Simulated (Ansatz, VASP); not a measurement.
# Sn2TeO: VASP beside Ansatz

```xyz
4
Lattice="3.3161 0.0000 0.0000 -1.6580 2.8718 0.0000 0.0000 0.0000 10.7869" Properties=species:S:1:pos:R:3 pbc="T T T"
Sn    0.0000    0.0000    8.8035
Sn    0.0000    0.0000    1.9834
Te    0.0000    0.0000    5.3935
O     0.0000    0.0000    0.0000
```

Alike in both runs: functional PBE; k mesh 18 × 18 × 6; occupations gaussian, width 0.1 eV; no spin polarisation.

Ansatz relaxed the structure, and its values are those at the end. VASP's run is a single point on that final structure, the one shown.

|  | VASP | Ansatz |
| --- | --- | --- |
| version | VASP 6.6.1 | Ansatz 0.2.0 |
| potentials or method | VASP PAW PBE potentials, release 64 (Sn_d, Te, O), cutoff 520 eV | scalar-relativistic, plane waves, PAW |
| valence electrons in the cell | 40 | 50 |

|  | VASP | Ansatz | Ansatz less VASP |
| --- | --- | --- | --- |
| gap on the k mesh at the Fermi level (eV) | none | none | - |
| pressure (GPa) | 0.1 | 0.0 | -0.04 |
| rms of the force components (eV/Å) | 0.021 | 0.001 | -0.0200 |

A gap of «none» marks a metal or a gap that the smearing closes. The functional is the same, so the differences come from potentials, cutoffs and numerics. VASP's potentials hold 40 valence electrons a cell and Ansatz's 50, so a difference there can come from the potentials and not from the codes.

Spin-orbit coupling is off throughout.
